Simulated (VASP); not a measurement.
Runs of VASP 6.6.1 on Hg. The structure is that of space group Cmcm (No. 63), or close to it. The cells are those of the table. 

```csv
cell,gap on the mesh (eV),pressure (GPa),largest force (eV/Å)
"a = 3.480, b = 5.607, c = 3.537 Å, angles 90.0, 119.3, 90.0°, 2 atoms",none,0.4,(a)
"a = 3.436, b = 5.536, c = 3.492 Å, angles 90.0, 119.3, 90.0°, 2 atoms",none,(b),0.01
"a = 3.344, b = 5.387, c = 3.398 Å, angles 90.0, 119.3, 90.0°, 2 atoms",none,1.9,0.01
"a = 3.413, b = 5.499, c = 3.469 Å, angles 90.0, 119.3, 90.0°, 2 atoms",none,1.0,0.01
"a = 3.458, b = 5.571, c = 3.515 Å, angles 90.0, 119.3, 90.0°, 2 atoms",none,0.6,0.01
```

Alike in all rows: task single point; level PBE; potentials or basis VASP PAW PBE potentials, release 64 (Hg); no spin polarisation; k mesh 9 × 5 × 9; cutoff (eV) 520; smearing fermi-dirac 0.05 eV.

Question: Estimate the missing entries.

Answer: (a) 0.02; (b) 0.8.

Caveats: spin-orbit coupling is left out, which moves the levels of the heavy elements.

A k mesh can miss the band edges, and the runs leave out spin-orbit coupling on Hg.

A gap of «none» marks levels without a gap at the run's occupations.
